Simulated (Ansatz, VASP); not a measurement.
CaO: VASP beside Ansatz

File POSCAR:

```
CaO
1.0
    0.0000000000      2.3975501188      2.3975501188
    2.3443245062      0.0000000000      2.3975501188
    2.3443245062      2.3975501188      0.0000000000
Ca O
1 1
Direct
    0.0000000000      0.0000000000      0.0000000000
    0.5000000000      0.5000000000      0.5000000000
```

File INCAR.step1:

```
PREC = Accurate
ENCUT = 520
ISMEAR = 0
SIGMA = 0.01
LREAL = False
LASPH = True
NELM = 80
NBANDS = 15
GGA = PE
ALGO = Normal
EDIFF = 1E-4
LWAVE = True
LCHARG = False
```

The input INCAR.step2:

```
PREC = Accurate
ENCUT = 520
EDIFF = 1E-7
ISMEAR = 0
SIGMA = 0.01
LREAL = False
LASPH = True
NELM = 80
ALGO = Normal
ISIF = 2
LWAVE = False
LCHARG = False
METAGGA = R2SCAN
LMIXTAU = True
NBANDS = 15
ISTART = 1
```

File KPOINTS:

```
Automatic mesh
0
Gamma
  10 10 10
```

Input for Ansatz:

```yaml
crystal:
  lattice:
    - [0.0, 2.3975501188, 2.3975501188]
    - [2.3443245062, 0.0, 2.3975501188]
    - [2.3443245062, 2.3975501188, 0.0]
  atoms:
    - { symbol: Ca, position: [0.0, 0.0, 0.0] }
    - { symbol: O, position: [0.5, 0.5, 0.5] }
kpoints:
  mp_grid: { grid: [10, 10, 10] }
  band_path:
    path:
      - [0.0, 0.0, 0.0]
      - [0.5, 0.0, 0.5]
      - [0.625, 0.25, 0.625]
      - [0.375, 0.375, 0.75]
      - [0.5, 0.5, 0.5]
      - [0.5, 0.25, 0.75]
      - [0.0, 0.5, 0.5]
    npoints: 1
hamiltonian:
  xc: r2scan
scf:
  occupations: { method: fixed }
  n_extra_bands: 4
output:
  forces: true
  stress: true
  eigenvalues: true
```

Change from the starting cell: uniaxial_x strain -2.2%.

Alike in both runs: task single point; functional r2SCAN; k mesh 10 × 10 × 10; no spin polarisation.

|  | VASP | Ansatz |
| --- | --- | --- |
| version | VASP 6.6.1 | Ansatz 0.2.0 |
| potentials or method | VASP PAW PBE potentials, release 64 (Ca_sv, O) | plane waves, PAW |
| plane-wave cutoff (eV) | 520 | 500 |
| occupations | gaussian, width 0.01 eV | fixed |
| valence electrons in the cell | 16 | 16 |

|  | VASP | Ansatz | Ansatz less VASP |
| --- | --- | --- | --- |
| gap on the k mesh at the Fermi level (eV) | 4.08 | 4.10 | +0.016 |
| pressure (GPa) | 4.1 | 2.9 | -1.19 |
| traceless stress, the component that is largest in VASP (GPa) | 3.23 | 3.02 | -0.211 |

VASP's potentials were made for PBE, not for r2SCAN.
